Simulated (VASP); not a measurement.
# Al3As2N (P3m1) in VASP: single point with PBE

Aim: the single point of Al3As2N with PBE.

Everything below comes from runs of VASP 6.6.1. Logs are shortened: lines on timing, memory, paths and dates and some standing lists are left out, and cuts for length are marked.

**1. The cell of the first run**

The structure is trigonal, space group P3m1 (No. 156). The conventional cell has a = 3.717 Å, b = 3.717 Å, c = 9.197 Å, α = 90.00°, β = 90.00°, γ = 120.00°. N (site symmetry 3m) has 4 Al at 1.88 to 2.20 Å within 2.5 Å. As (site symmetry 3m) has 4 Al at 2.36 to 2.42 Å within 3.1 Å. As (site symmetry 3m) has 4 Al at 2.37 to 2.43 Å within 3.1 Å. Al (site symmetry 3m) has 3 N at 2.20 Å and 1 As at 2.42 Å within 2.9 Å. Al (site symmetry 3m) has 4 As at 2.36 to 2.43 Å within 3.1 Å. Within 2.5 Å of Al (site symmetry 3m) lie 1 N at 1.88 Å and 3 As at 2.37 Å.

**2. Single point, PBE, non-collinear spin, zero start, spin-orbit coupling**

INCAR reads:

```
ALGO = Normal
EDIFF = 1E-6
ENCUT = 520
GGA = PE
GGA_COMPAT = False
ISIF = 2
ISMEAR = -1
LASPH = True
LCHARG = False
LORBIT = 11
LORBMOM = True
LREAL = False
LSORBIT = True
LWAVE = False
MAGMOM = 0 0 0 0 0 0 0 0 0 0 0 0 0 0 0 0 0 0
NBANDS = 40
NELM = 150
PREC = Accurate
SIGMA = 0.02
```

KPOINTS reads:

```
k-points
0
Gamma
  12 12 4
```

POSCAR reads:

```
Al3As2N
1.0
    3.7167226902      0.0000000000      0.0000000000
   -1.8583613451      3.2187762685      0.0000000000
    0.0000000000      0.0000000000      9.1972326151
N As Al
1 2 3
Direct
    0.0000000000      0.0000000000     -0.0040244374
    0.3333333333      0.6666666667      0.3126474888
    0.6666666667      0.3333333333      0.6822357203
    0.3333333333      0.6666666667      0.0495753866
    0.6666666667      0.3333333333      0.4184323609
    0.0000000000      0.0000000000      0.7911334807
```

Potentials or basis: VASP PAW PBE potentials, release 64 (N, As, Al).

Started as:

```bash
$ cat potpaw_PBE.64/N/POTCAR potpaw_PBE.64/As/POTCAR potpaw_PBE.64/Al/POTCAR > POTCAR
$ mpirun -np 1 vasp_ncl > vasp.out
```

OUTCAR:

```text
EDIFF = 1E-6
   ENCUT = 520
   GGA = PE
   ISIF = 2
   ISMEAR = -1
   LASPH = True
   LORBIT = 11
   LREAL = False
   LSORBIT = True
   NELM = 150
   PREC = Accurate

 ion  position               nearest neighbor table
   1  0.000  0.000  0.996-   6 1.88   4 2.20   4 2.20   4 2.20
   2  0.333  0.667  0.313-   5 2.36   5 2.36   5 2.36   4 2.42
   3  0.667  0.333  0.682-   6 2.37   6 2.37   6 2.37   5 2.43
   4  0.333  0.667  0.050-   1 2.20   1 2.20   1 2.20   2 2.42   6 3.20   6 3.20   6 3.20
   5  0.667  0.333  0.418-   2 2.36   2 2.36   2 2.36   3 2.43
   6  0.000  0.000  0.791-   1 1.88   3 2.37   3 2.37   3 2.37   4 3.20   4 3.20   4 3.20

  LATTYP: Found a hexagonal cell.
 ALAT       =     3.7167226902
 C/A-ratio  =     2.4745544346

  Lattice vectors:

 A1 = (   3.7167226902,   0.0000000000,   0.0000000000)
 A2 = (  -1.8583613451,   3.2187762685,   0.0000000000)
 A3 = (   0.0000000000,   0.0000000000,   9.1972326151)

Analysis of symmetry for initial positions (statically):
=====================================================================
 Subroutine PRICEL returns:
 Original cell was already a primitive cell.

 Routine SETGRP: Setting up the symmetry group for a
 hexagonal supercell.

 Subroutine GETGRP returns: Found  6 space group operations
 (whereof  6 operations were pure point group operations)
 out of a pool of 24 trial point group operations.

The static configuration has the point symmetry C_3v.

Analysis of symmetry for dynamics (positions and initial velocities):
=====================================================================
 Subroutine PRICEL returns:
 Original cell was already a primitive cell.

 Routine SETGRP: Setting up the symmetry group for a
 hexagonal supercell.

 Subroutine GETGRP returns: Found  6 space group operations
 (whereof  6 operations were pure point group operations)
 out of a pool of 24 trial point group operations.

The dynamic configuration has the point symmetry C_3v.

Analysis of structural, dynamic, and magnetic symmetry:
=====================================================================
 Subroutine PRICEL returns:
 Original cell was already a primitive cell.

 Routine SETGRP: Setting up the symmetry group for a
 hexagonal supercell.

 Subroutine GETGRP returns: Found  6 space group operations
 (whereof  6 operations were pure point group operations)
 out of a pool of 24 trial point group operations.

The overall configuration has the point symmetry C_3v.

 Subroutine INISYM returns: Found  6 space group operations
[... 1142 lines left out ...]
 # of ion     p       d       tot
 ----------------------------------------
  1         0.000   0.000   0.000
  2         0.000   0.000   0.000
  3        -0.000   0.000   0.000
  4         0.000   0.000   0.000
  5        -0.000   0.000  -0.000
  6        -0.000   0.000  -0.000
 ----------------------------------------
            0.000   0.000   0.000

 orbital moment (y)

 # of ion     p       d       tot
 ----------------------------------------
  1        -0.000   0.000  -0.000
  2        -0.000  -0.000  -0.000
  3         0.000  -0.000  -0.000
  4         0.000   0.000   0.000
  5         0.000   0.000   0.000
  6         0.000   0.000   0.000
 ----------------------------------------
           -0.000  -0.000  -0.000

 orbital moment (z)

 # of ion     p       d       tot
 ----------------------------------------
  1         0.000   0.000   0.000
  2         0.000   0.000   0.000
  3         0.000  -0.000  -0.000
  4        -0.000   0.000  -0.000
  5        -0.000   0.000  -0.000
  6         0.000   0.000   0.000
 ----------------------------------------
           -0.000  -0.000  -0.000

 Spin-Orbit-Coupling matrix elements

 Ion:    1  E_soc:     -0.0000844
 l=   1
     0.0000000    -0.0000138    -0.0000146
    -0.0000138     0.0000000    -0.0000138
    -0.0000146    -0.0000138     0.0000000
 l=   2
     0.0000000     0.0000000     0.0000000     0.0000000     0.0000000
     0.0000000     0.0000000     0.0000000     0.0000000     0.0000000
     0.0000000     0.0000000     0.0000000     0.0000000     0.0000000
     0.0000000     0.0000000     0.0000000     0.0000000     0.0000000
     0.0000000     0.0000000     0.0000000     0.0000000     0.0000000
 l=   3
     0.0000000     0.0000000     0.0000000     0.0000000     0.0000000     0.0000000     0.0000000
     0.0000000     0.0000000     0.0000000     0.0000000     0.0000000     0.0000000     0.0000000
     0.0000000     0.0000000     0.0000000     0.0000000     0.0000000     0.0000000     0.0000000
     0.0000000     0.0000000     0.0000000     0.0000000     0.0000000     0.0000000     0.0000000
[... 89 lines left out ...]
 l=   2
     0.0000000     0.0000000     0.0000000     0.0000000     0.0000000
     0.0000000     0.0000000     0.0000000     0.0000000     0.0000000
     0.0000000     0.0000000     0.0000000     0.0000000     0.0000000
     0.0000000     0.0000000     0.0000000     0.0000000     0.0000000
     0.0000000     0.0000000     0.0000000     0.0000000     0.0000000
 l=   3
     0.0000000     0.0000000     0.0000000     0.0000000     0.0000000     0.0000000     0.0000000
     0.0000000     0.0000000     0.0000000     0.0000000     0.0000000     0.0000000     0.0000000
     0.0000000     0.0000000     0.0000000     0.0000000     0.0000000     0.0000000     0.0000000
     0.0000000     0.0000000     0.0000000     0.0000000     0.0000000     0.0000000     0.0000000
     0.0000000     0.0000000     0.0000000     0.0000000     0.0000000     0.0000000     0.0000000
     0.0000000     0.0000000     0.0000000     0.0000000     0.0000000     0.0000000     0.0000000
     0.0000000     0.0000000     0.0000000     0.0000000     0.0000000     0.0000000     0.0000000

 total charge

# of ion       s       p       d       tot
------------------------------------------
    1        1.239   2.387   0.000   3.625
    2        1.194   1.770   0.031   2.995
    3        1.196   1.763   0.030   2.988
    4        0.365   0.286   0.000   0.651
    5        0.409   0.412   0.000   0.821
    6        0.400   0.428   0.000   0.829
--------------------------------------------------
tot          4.803   7.046   0.060  11.909

 magnetization (x)

# of ion       s       p       d       tot
------------------------------------------
    1        0.000  -0.000   0.000  -0.000
    2        0.000   0.000   0.000   0.000
    3        0.000   0.000  -0.000   0.000
    4        0.000   0.000   0.000   0.000
    5        0.000   0.000   0.000   0.000
    6       -0.000   0.000   0.000  -0.000
--------------------------------------------------
tot          0.000  -0.000   0.000  -0.000

 magnetization (y)

# of ion       s       p       d       tot
------------------------------------------
    1        0.000   0.000   0.000   0.000
    2        0.000   0.000   0.000   0.000
    3       -0.000   0.000   0.000   0.000
    4        0.000   0.000   0.000   0.000
    5        0.000   0.000   0.000   0.000
    6        0.000   0.000   0.000   0.000
--------------------------------------------------
tot         -0.000   0.000   0.000   0.000

 magnetization (z)

# of ion       s       p       d       tot
------------------------------------------
    1        0.000   0.000   0.000   0.000
    2       -0.000  -0.000   0.000  -0.000
    3        0.000   0.000   0.000   0.000
    4        0.000   0.000   0.000   0.000
    5       -0.000   0.000   0.000  -0.000
    6       -0.000   0.000   0.000  -0.000
--------------------------------------------------
tot         -0.000  -0.000   0.000  -0.000
```

OSZICAR:

```text
N       E                     dE             d eps       ncg     rms          rms(c)
DAV:   1     0.756784438099E+02    0.75678E+02   -0.91242E+03  9920   0.100E+03
DAV:   2    -0.251365593307E+02   -0.10082E+03   -0.93336E+02 12840   0.164E+02
DAV:   3    -0.340203710219E+02   -0.88838E+01   -0.87736E+01 12736   0.492E+01
DAV:   4    -0.341668206303E+02   -0.14645E+00   -0.14622E+00 12168   0.721E+00
DAV:   5    -0.341692123525E+02   -0.23917E-02   -0.23915E-02 13232   0.941E-01    0.960E+00
DAV:   6    -0.314701983038E+02    0.26990E+01   -0.91607E+00 12360   0.190E+01    0.446E+00
DAV:   7    -0.313653863778E+02    0.10481E+00   -0.11999E+00 11104   0.776E+00    0.298E+00
DAV:   8    -0.313495020904E+02    0.15884E-01   -0.71079E-01 12528   0.544E+00    0.122E+00
DAV:   9    -0.313106102342E+02    0.38892E-01   -0.15951E-01 13144   0.306E+00    0.392E-01
DAV:  10    -0.313144935919E+02   -0.38834E-02   -0.42466E-02 11336   0.970E-01    0.142E-01
DAV:  11    -0.313144156228E+02    0.77969E-04   -0.12219E-03 12152   0.235E-01    0.663E-02
DAV:  12    -0.313145227368E+02   -0.10711E-03   -0.32591E-04 11728   0.109E-01    0.490E-02
DAV:  13    -0.313145797147E+02   -0.56978E-04   -0.61480E-05 11528   0.462E-02    0.189E-02
DAV:  14    -0.313145775394E+02    0.21753E-05   -0.23501E-05 13144   0.300E-02    0.484E-03
DAV:  15    -0.313145783041E+02   -0.76471E-06   -0.46789E-06 11416   0.130E-02
   1 F= -.31314578E+02 E0= -.31314300E+02  d E =-.557209E-03  mag=    -0.0000     0.0000     0.0000
```

It took 35 min on 1 thread of Oxide Virtual Turin-like, shared host; peak memory 0.89 GiB.

What came out:

```
Free energy                                           : -31.3146 eV
Pressure                                              : 2.6 GPa
Largest force                                         : 0.248 eV/Å
Net moment                                            : 0.00 μB per cell
Valence electrons inside the program's atomic spheres : N 3.62; As 3.00, 2.99; Al 0.65, 0.82, 0.83
```

Forces in eV/Å, atoms in the order of the input:
```
N    0.000  0.000  0.205
As   0.000  0.000 -0.056
As   0.000  0.000 -0.138
Al   0.000  0.000 -0.248
Al   0.000  0.000  0.100
Al   0.000  0.000  0.138
```

Moments on the atoms (μB; x, y, z):
```
N   0.00 0.00 0.00
As  0.00 0.00 0.00
As  0.00 0.00 0.00
Al  0.00 0.00 0.00
Al  0.00 0.00 0.00
Al  0.00 0.00 0.00
```
